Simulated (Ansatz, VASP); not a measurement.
**LiCl in VASP and in Ansatz**

Contents of INCAR:

```
SYSTEM = LiCl
PREC     = Accurate       ! precision mode
ENCUT    = 520            ! plane-wave cutoff, eV
EDIFF    = 1E-7           ! SCF threshold, eV
ISMEAR   = 0              ! smearing method
SIGMA    = 0.05           ! smearing width, eV
LREAL    = .False.        ! projectors in reciprocal space
LASPH    = .True.         ! aspherical terms in the spheres
NELM     = 60             ! most SCF steps
ALGO     = Normal         ! electronic algorithm
ISIF     = 2              ! what is computed and relaxed
LWAVE    = .False.        ! write WAVECAR
LCHARG   = .False.        ! write CHGCAR
GGA      = PE             ! functional
NBANDS   = 12             ! bands
```

Contents of KPOINTS:

```
Automatic mesh
0
Gamma
  8 8 8
  0 0 0
```

Contents of POSCAR:

```
LiCl
1.0
    0.0000000000      2.5647600000      2.5647600000
    2.5647600000      0.0000000000      2.5647600000
    2.5647600000      2.5647600000      0.0000000000
Li Cl
1 1
Direct
    0.0000000000      0.0000000000      0.0000000000
    0.5389900030      0.4610099970      0.4610099970
```

Input for Ansatz:

```yaml
crystal:
  lattice:
    - [0.0, 2.56476, 2.56476]
    - [2.56476, 0.0, 2.56476]
    - [2.56476, 2.56476, 0.0]
  atoms:
    - { symbol: Li, position: [0.0, 0.0, 0.0] }
    - { symbol: Cl, position: [0.538990003, 0.461009997, 0.461009997] }
basis:
  ecutwfc: 420
kpoints:
  mp_grid: { grid: [8, 8, 8] }
hamiltonian:
  xc: pbe
scf:
  occupations: { method: gaussian, width: 0.05 }
output:
  forces: true
  stress: true
  eigenvalues: true
  write_density: true
  write_potential: true
  elf: true
  volumetric_format: npy
```

Alike in both runs: task single point; functional PBE; k mesh 8 × 8 × 8; occupations gaussian, width 0.05 eV; no spin polarisation.

```csv
,VASP,Ansatz
version,VASP 6.6.1,Ansatz 0.2.0
potentials or method,"VASP PAW PBE potentials, release 64 (Li_sv, Cl), cutoff 520 eV","scalar-relativistic, plane waves, PAW"
valence electrons in the cell,10,10
```

|  | VASP | Ansatz | Ansatz less VASP |
| --- | --- | --- | --- |
| gap on the k mesh at the Fermi level (eV) | 6.32 | 6.31 | -0.012 |
| least direct gap on the mesh (eV) | 6.32 | 6.31 | -0.012 |
| rms of the force components (eV/Å) | 0.108 | 0.107 | -0.0006 |

Atom by atom the forces differ by 0.001 eV/Å (rms over components).

Noted on VASP's run: the cutoff is short for stress, so the pressure is rough.
